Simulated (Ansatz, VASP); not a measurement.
BeS2: VASP beside Ansatz

```
CELL_PARAMETERS angstrom
-1.56278 1.56278 4.99126
1.56278 -1.56278 4.99126
1.56278 1.56278 -4.99126
ATOMIC_POSITIONS crystal
Be 0.00000 0.00000 0.00000
S 0.60837 0.60837 0.00000
S 0.39163 0.39163 0.00000
```

Alike in both runs: functional PBE; k mesh 6 × 6 × 6; occupations gaussian, width 0.1 eV; no spin polarisation.

Ansatz relaxed the structure, and its values are those at the end. VASP's run is a single point on that final structure, the one shown.

|  | VASP | Ansatz |
| --- | --- | --- |
| version | VASP 6.6.1 | Ansatz 0.2.0 |
| potentials or method | VASP PAW PBE potentials, release 64 (Be, S), cutoff 520 eV | scalar-relativistic, plane waves, PAW |
| valence electrons in the cell | 14 | 14 |

VASP gave:

| Quantity | Value |
| --- | --- |
| gap on the k mesh at the Fermi level (eV) | none |
| pressure (GPa) | -0.2 |
| rms of the force components (eV/Å) | 0.049 |

Q: Which values does Ansatz return?

A: gap on the k mesh at the Fermi level (eV): none; pressure (GPa): 0.1; rms of the force components (eV/Å): 0.001.

A gap of «none» marks a metal or a gap that the smearing closes. With one functional, cell and mesh, what is left measures potentials, basis and numerics.

The k mesh is coarse, so the values compare programs but aren't converged.
